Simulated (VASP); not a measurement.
# AlCrBN2 (P4/mmm) in VASP: single point with PBE

Aim: the single point of AlCrBN2 with PBE.

All numbers are computed with VASP 6.6.1; they aren't measurements. Logs are shortened: lines on timing, memory, paths and dates and some standing lists are left out, and cuts for length are marked.

## (1) The cell of the first run

Symmetry: P4/mmm, No. 123, tetragonal system. Conventional cell: a = 3.897 Å, b = 3.897 Å, c = 3.762 Å, α = 90.00°, β = 90.00°, γ = 90.00°. Within 2.5 Å of Al (site symmetry 4/mmm) lie 2 B at 1.88 Å and 4 N at 1.95 Å. Within 3.6 Å of Cr (site symmetry 4/mmm) lie 8 N at 2.71 Å and 4 B at 2.76 Å and 8 Al at 3.34 Å. Within 2.5 Å of B (site symmetry 4/mmm) lie 2 Al at 1.88 Å. N (site symmetry mmm) has 2 Al at 1.95 Å within 2.6 Å.

## (2) Single point, PBE, collinear spin, ferromagnetic start

Input file INCAR:

```
PREC     = Accurate       # precision mode
ENCUT    = 520            # plane-wave cutoff, eV
EDIFF    = 1E-7           # SCF threshold, eV
ISMEAR   = 0              # smearing method
SIGMA    = 0.1            # smearing width, eV
LREAL    = False          # projectors in reciprocal space
LASPH    = True           # aspherical terms in the spheres
NELM     = 150            # most SCF steps
ALGO     = Normal         # electronic algorithm
ISIF     = 2              # what is computed and relaxed
LWAVE    = False          # write WAVECAR
LCHARG   = True           # write CHGCAR
ISPIN    = 2              # spin polarisation
MAGMOM   = 0 3 0 0 0      # initial moments
LORBIT   = 11             # projections on sites
LMAXMIX  = 4              # l up to which the mixer works
GGA      = PE             # functional
LELF     = True           # ELF
LVHAR    = True         
NBANDS   = 26             # bands
```

Input file KPOINTS:

```
Automatic mesh
0
Gamma
  4 4 4
```

Input file POSCAR:

```
AlCrBN2
1.0
    3.8969802100      0.0000000000      0.0000000000
    0.0000000000      3.8969802100      0.0000000000
    0.0000000000      0.0000000000      3.7619899200
Al Cr B N
1 1 1 2
Direct
    0.5000000000      0.5000000000      0.5000000000
    0.0000000000      0.0000000000      0.0000000000
    0.5000000000      0.5000000000      0.0000000000
    0.5000000000      0.0000000000      0.5000000000
    0.0000000000      0.5000000000      0.5000000000
```

Potentials or basis: VASP PAW PBE potentials, release 64 (Al, Cr_pv, B, N).

Launch:

```
$ cat potpaw_PBE.64/Al/POTCAR potpaw_PBE.64/Cr_pv/POTCAR potpaw_PBE.64/B/POTCAR potpaw_PBE.64/N/POTCAR > POTCAR
$ mpirun -np 1 vasp_std > vasp.out
```

OUTCAR:

```text
PREC = Accurate
   ENCUT = 520
   EDIFF = 1E-7
   ISMEAR = 0
   LREAL = False
   LASPH = True
   NELM = 150
   ISIF = 2
   ISPIN = 2
   LORBIT = 11
   GGA = PE

 ion  position               nearest neighbor table
   1  0.500  0.500  0.500-   3 1.88   3 1.88   5 1.95   4 1.95   4 1.95   5 1.95
   2  0.000  0.000  0.000-
   3  0.500  0.500  0.000-   1 1.88   1 1.88
   4  0.500  0.000  0.500-   1 1.95   1 1.95
   5  0.000  0.500  0.500-   1 1.95   1 1.95

  LATTYP: Found a simple tetragonal cell.
 ALAT       =     3.8969802100
 C/A-ratio  =     0.9653602834

  Lattice vectors:

 A1 = (   3.8969802100,   0.0000000000,   0.0000000000)
 A2 = (   0.0000000000,   3.8969802100,   0.0000000000)
 A3 = (   0.0000000000,   0.0000000000,   3.7619899200)

Analysis of symmetry for initial positions (statically):
=====================================================================
 Subroutine PRICEL returns:
 Original cell was already a primitive cell.

 Routine SETGRP: Setting up the symmetry group for a
 simple tetragonal supercell.

 Subroutine GETGRP returns: Found 16 space group operations
 (whereof 16 operations were pure point group operations)
 out of a pool of 16 trial point group operations.

The static configuration has the point symmetry D_4h.

Analysis of symmetry for dynamics (positions and initial velocities):
=====================================================================
 Subroutine PRICEL returns:
 Original cell was already a primitive cell.

 Routine SETGRP: Setting up the symmetry group for a
 simple tetragonal supercell.

 Subroutine GETGRP returns: Found 16 space group operations
 (whereof 16 operations were pure point group operations)
 out of a pool of 16 trial point group operations.

The dynamic configuration has the point symmetry D_4h.

Analysis of structural, dynamic, and magnetic symmetry:
=====================================================================
 Subroutine PRICEL returns:
 Original cell was already a primitive cell.

 Routine SETGRP: Setting up the symmetry group for a
 simple tetragonal supercell.

 Subroutine GETGRP returns: Found 16 space group operations
 (whereof 16 operations were pure point group operations)
 out of a pool of 16 trial point group operations.

The overall configuration has the point symmetry D_4h.

 Subroutine INISYM returns: Found 16 space group operations
 (whereof 16 operations are pure point group operations),
 and found     1 'primitive' translations

----------------------------------------------------------------------------------------

                                     Primitive cell

  volume of cell :      57.1313

  direct lattice vectors                    reciprocal lattice vectors
     3.896980210  0.000000000  0.000000000     0.256608950  0.000000000  0.000000000
     0.000000000  3.896980210  0.000000000     0.000000000  0.256608950  0.000000000
     0.000000000  0.000000000  3.761989920     0.000000000  0.000000000  0.265816768

  length of vectors
     3.896980210  3.896980210  3.761989920     0.256608950  0.256608950  0.265816768

  position of ions in fractional coordinates (direct lattice)
     0.500000000  0.500000000  0.500000000
     0.000000000  0.000000000  0.000000000
     0.500000000  0.500000000  0.000000000
     0.500000000  0.000000000  0.500000000
     0.000000000  0.500000000  0.500000000

  ion indices of the primitive-cell ions
   primitive index   ion index
                 1           1
                 2           2
                 3           3
                 4           4
                 5           5

----------------------------------------------------------------------------------------

 KPOINTS: Automatic mesh

Automatic generation of k-mesh.
 Grid dimensions read from file:
 generate k-points for:    4    4    4

 Generating k-lattice:

  Cartesian coordinates                     Fractional coordinates (reciprocal lattice)
     0.064152238  0.000000000  0.000000000     0.250000000  0.000000000  0.000000000
     0.000000000  0.064152238  0.000000000     0.000000000  0.250000000  0.000000000
     0.000000000  0.000000000  0.066454192     0.000000000  0.000000000  0.250000000

  Length of vectors
     0.064152238  0.064152238  0.066454192

  Shift w.r.t. Gamma in fractional coordinates (k-lattice)
     0.000000000  0.000000000  0.000000000

 Subroutine IBZKPT returns following result:
 ===========================================

 Found     18 irreducible k-points:

 Following reciprocal coordinates:
            Coordinates               Weight
  0.000000  0.000000  0.000000      1.000000
  0.250000  0.000000  0.000000      4.000000
  0.500000  0.000000  0.000000      2.000000
  0.250000  0.250000  0.000000      4.000000
  0.500000  0.250000  0.000000      4.000000
  0.500000  0.500000  0.000000      1.000000
[... 10 lines left out ...]
  0.500000  0.250000  0.500000      4.000000
  0.500000  0.500000  0.500000      1.000000
   k-points           NKPTS =     18   k-points in BZ     NKDIM =     18   number of bands    NBANDS=     26
   number of dos      NEDOS =    301   number of ions     NIONS =      5
   total plane-waves  NPLWV =  25200
   dimension x,y,z NGX =    30 NGY =   30 NGZ =   28
   dimension x,y,z NGXF=    60 NGYF=   60 NGZF=   56
   ions per type =               1   1   1   2
   NGX,Y,Z   is equivalent  to a cutoff of  12.80, 12.80, 12.37 a.u.
   NGXF,Y,Z  is equivalent  to a cutoff of  25.60, 25.60, 24.75 a.u.
 SYSTEM =  unknown system
   PREC   = accura    normal or accurate (medium, high low for compatibility)
   ISTART =      0    job   : 0-new  1-cont  2-samecut
   ICHARG =      2    charge: 1-file 2-atom 10-const
   ISPIN  =      2    spin polarized calculation?
   LNONCOLLINEAR =      F non collinear calculations
   LSORBIT =      F    spin-orbit coupling
   LASPH  =      T    aspherical Exc in radial PAW
   ENCUT  =  520.0 eV  38.22 Ry    6.18 a.u.   7.25  7.25  6.99*2*pi/ulx,y,z
   NELM   =    150;   NELMIN=  2; NELMDL= -5     # of ELM steps
   EDIFF  = 0.1E-06   stopping-criterion for ELM
   LREAL  =      F    real-space projection
   EDIFFG = 0.1E-05   stopping-criterion for IOM
   NSW    =      0    number of steps for IOM
   IBRION =     -1    ionic relax: 0-MD 1-quasi-New 2-CG
   NFREE  =      0    steps in history (QN), initial steepest desc. (CG)
   ISIF   =      2    stress and relaxation
   ISYM   =      2    0-nonsym 1-usesym 2-fastsym
   POTIM  = 0.5000    time-step for ionic-motion
   TEBEG  =    0.0;   TEEND  =   0.0 temperature during run
   PSTRESS=    0.0 pullay stress
   NELECT =      28.0000    total number of electrons
   NUPDOWN=      -1.0000    fix difference up-down
   EMIN   =  10.00;   EMAX   =-10.00  energy-range for DOS
   EFERMI =   0.00;   METHOD = LEGACY
   ISMEAR =     0;   SIGMA  =   0.10  broadening in eV -4-tet -1-fermi 0-gaus
   EFERMI_NEDOS =   21; number of points for ismear=-14 and -15
   IALGO  =     38    algorithm
   IMIX   =      4    mixing-type and parameters
     AMIX     =   0.40;   BMIX     =  1.00
     AMIX_MAG =   1.60;   BMIX_MAG =  1.00
  volume/ion in A,a.u.               =      11.43        77.11
  Fermi-wavevector in a.u.,A,eV,Ry     =   1.290732  2.439130 22.667167  1.665990
  Thomas-Fermi vector in A             =   2.422546
   LORBIT       =     11    0 simple, 1 ext, 2 COOP (PROOUT), +10 PAW based schemes
   GGA     = PE    functional components
   LHFCALC =     F    Hartree Fock is set to
   AEXX    =    0.0000 exact exchange contribution
   IVDW    =     0    specifies the selected vdW correction
   LEPSILON=     F    determine dielectric tensor
   LRPA    =     F    only Hartree local field effects (RPA)
 spin polarized calculation
 Gauss-broadening in eV      SIGMA  =   0.10
  energy-cutoff  :      520.00
  volume of cell :       57.13
 maximum number of plane-waves:      1566
 NGX is ok and might be reduce to    30
   NGX = 15   NGY = 15   NGZ = 13

 number of electron      27.9999999 magnetization       2.9730402

 Free energy of the ion-electron system (eV)
  ---------------------------------------------------
  ext. energy  EPLUGINS =         0.00000000
  ---------------------------------------------------
  free energy    TOTEN  =       -29.74896319 eV

  energy without entropy =      -29.73810715  energy(sigma->0) =      -29.74353517

 E-fermi :   5.6829     XC(G=0): -11.0675

 val. band max:        5.6318974605   @ k =   0.5000   0.2500   0.2500
 cond. band min:       5.7236419304   @ k =   0.5000   0.5000   0.0000
 fundamental gap:      0.0917444699
 Fermi energy:         5.6828906567

 spin component 1

 k-point     1 :       0.0000    0.0000    0.0000
  band No.  band energies     occupation
      1     -38.5244      1.00000
      2     -38.5108      1.00000
      3     -38.5108      1.00000
      4      -9.4029      1.00000
      5      -6.3364      1.00000
      6      -0.5127      1.00000
[... 18 lines left out ...]
     25      16.3851      0.00000
     26      16.3851      0.00000

 k-point     2 :       0.2500    0.0000    0.0000
  band No.  band energies     occupation
      1     -38.5242      1.00000
      2     -38.5127      1.00000
      3     -38.5106      1.00000
      4      -9.0141      1.00000
      5      -6.8161      1.00000
      6      -1.0465      1.00000
[... 18 lines left out ...]
     25      16.4582      0.00000
[... 434 lines left out ...]
     25      16.6664      0.00000
     26      17.0853      0.00000

 k-point    18 :       0.5000    0.5000    0.5000
  band No.  band energies     occupation
      1     -38.5292      1.00000
      2     -38.5137      1.00000
      3     -38.5137      1.00000
      4      -7.3770      1.00000
      5      -7.3770      1.00000
      6      -1.9343      1.00000
[... 18 lines left out ...]
     25      16.8674      0.00000
     26      18.4454      0.00000
 Fermi energy:         5.6828906567

 spin component 2

 k-point     1 :       0.0000    0.0000    0.0000
  band No.  band energies     occupation
      1     -34.8957      1.00000
      2     -34.8535      1.00000
      3     -34.8535      1.00000
      4      -9.8300      1.00000
      5      -6.9748      1.00000
      6      -0.4840      1.00000
[... 18 lines left out ...]
     25      16.7664      0.00000
     26      16.9770      0.00000

 k-point     2 :       0.2500    0.0000    0.0000
  band No.  band energies     occupation
      1     -34.8954      1.00000
      2     -34.8560      1.00000
      3     -34.8533      1.00000
      4      -9.4610      1.00000
      5      -7.4167      1.00000
      6      -1.1516      1.00000
[... 18 lines left out ...]
     25      16.7667      0.00000
[... 434 lines left out ...]
     25      16.9944      0.00000
     26      17.1246      0.00000

 k-point    18 :       0.5000    0.5000    0.5000
  band No.  band energies     occupation
      1     -34.9017      1.00000
      2     -34.8572      1.00000
      3     -34.8572      1.00000
      4      -7.9678      1.00000
      5      -7.9678      1.00000
      6      -2.0700      1.00000
[... 18 lines left out ...]
     25      17.3301      0.00000
     26      19.3759      0.00000

------------------------ aborting loop because EDIFF is reached ----------------------------------------

  FORCE on cell =-STRESS in cart. coord.  units (eV):
  Direction    XX          YY          ZZ          XY          YZ          ZX
  --------------------------------------------------------------------------------------
  -------------------------------------------------------------------------------------
  Total       -3.6664692     -3.6664692      8.5189368      0.0000000     -0.0000000      0.0000000
  in kB     -102.8216561   -102.8216561    238.9031903      0.0000000     -0.0000000      0.0000000
  external PRESSURE =      11.0866260 kB  Pullay stress =       0.0000000 kB

 VOLUME and BASIS-vectors are now :
 -----------------------------------------------------------------------------
  energy-cutoff  :      520.00
  volume of cell :       57.13
      direct lattice vectors                 reciprocal lattice vectors
     3.896980210  0.000000000  0.000000000     0.256608950  0.000000000  0.000000000
     0.000000000  3.896980210  0.000000000     0.000000000  0.256608950  0.000000000
     0.000000000  0.000000000  3.761989920     0.000000000  0.000000000  0.265816768

 POSITION                                       TOTAL-FORCE (eV/Angst)
 -----------------------------------------------------------------------------------
      1.94849      1.94849      1.88099         0.000000      0.000000      0.000000
      0.00000      0.00000      0.00000         0.000000      0.000000      0.000000
      1.94849      1.94849      0.00000         0.000000      0.000000      0.000000
      1.94849      0.00000      1.88099         0.000000      0.000000      0.000000
      0.00000      1.94849      1.88099         0.000000      0.000000      0.000000
 -----------------------------------------------------------------------------------
    total drift:                               -0.000000      0.000000     -0.000000

  FREE ENERGIE OF THE ION-ELECTRON SYSTEM (eV)
  ---------------------------------------------------
  free  energy   TOTEN  =       -29.7489631935 eV

  energy  without entropy=      -29.7381071504  energy(sigma->0) =      -29.74353517

 total charge

# of ion       s       p       d       tot
------------------------------------------
    1        0.392   0.510   0.000   0.902
    2        0.164   6.087   4.001  10.252
    3        0.902   0.851   0.000   1.753
    4        1.319   2.237   0.000   3.556
    5        1.319   2.237   0.000   3.556
--------------------------------------------------
tot          4.096  11.922   4.001  20.018

 magnetization (x)

# of ion       s       p       d       tot
------------------------------------------
    1        0.003   0.003   0.000   0.006
    2        0.046   0.022   3.500   3.568
    3       -0.001  -0.011   0.000  -0.012
    4        0.000  -0.321   0.000  -0.321
    5        0.000  -0.321   0.000  -0.321
--------------------------------------------------
tot          0.049  -0.629   3.500   2.920
```

It used 160 s of CPU time on 1 thread of AMD EPYC 7R13 Processor (Zen 3) (shared host).

What came out:

- Free energy: -29.7490 eV
- Pressure: 1.1 GPa
- Net moment: 2.97 μB per cell
- Site moments: Al +0.01; Cr +3.57; B -0.01; N -0.32 μB
- Valence electrons inside the program's atomic spheres: Al 0.90; Cr 10.25; B 1.75; N 3.56

Caveat: the k points lie up to 0.42 Å⁻¹ apart; a cell with one magnetic atom can't hold antiferromagnetic order, which such compounds often take. With open d or f shells a metallic result of PBE can be an artefact of self-interaction; +U or a hybrid may open a gap.
